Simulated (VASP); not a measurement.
## ZrS: elastic constants with LDA

The system is ZrS.

```
Zr S
1.0
     0.00000    2.56823    2.56823
     2.56823    0.00000    2.56823
     2.56823    2.56823    0.00000
Zr S
1 1
Direct
  0.00000 0.00000 0.00000
  0.50000 0.50000 0.50000
```

```yaml
Program: VASP 6.6.1
Task: elastic constants
Functional: LDA
Potentials_or_basis: VASP PAW LDA potentials, release 64 (Zr_sv, S)
Cutoff: 600 eV
k_mesh: 14 × 14 × 14
Occupations: fermi-dirac, width 0.15 eV
Spin: no spin polarisation
Dipole_correction: no
Ions_in_elastic_constants: relaxed
Further_INCAR_settings: ALGO = Normal; EDIFF = 1e-08; IBRION = 6; POTIM = 0.015; NSW = 1; ISIF = 3
```

The elastic constants C11, C12, C44 are 373, 47, 27 GPa and the voigt bulk modulus is 156 GPa. The highest phonon frequency at Γ, LO-TO splitting left out is 272 cm⁻¹.

Phonon frequencies in cm⁻¹ (negative: imaginary):
```csv
q point,frequencies
"(0.000, 0.000, 0.000)",0 0 0 272 272 272
```

Elastic tensor in Voigt notation (GPa, in the Cartesian axes of the cell as first typed):
```
373  47  47   0   0   0
 47 373  47   0   0   0
 47  47 373   0   0   0
  0   0   0  27   0   0
  0   0   0   0  27   0
  0   0   0   0   0  27
```

Clamped-ion elastic tensor (GPa):
```
373  47  47   0   0   0
 47 373  47   0   0   0
 47  47 373   0   0   0
  0   0   0  27   0   0
  0   0   0   0  27   0
  0   0   0   0   0  27
```

It took 20 min on 1 thread of Intel(R) Xeon(R) 6975P-C (Granite Rapids), with other jobs on the host, peak memory 0.74 GiB.
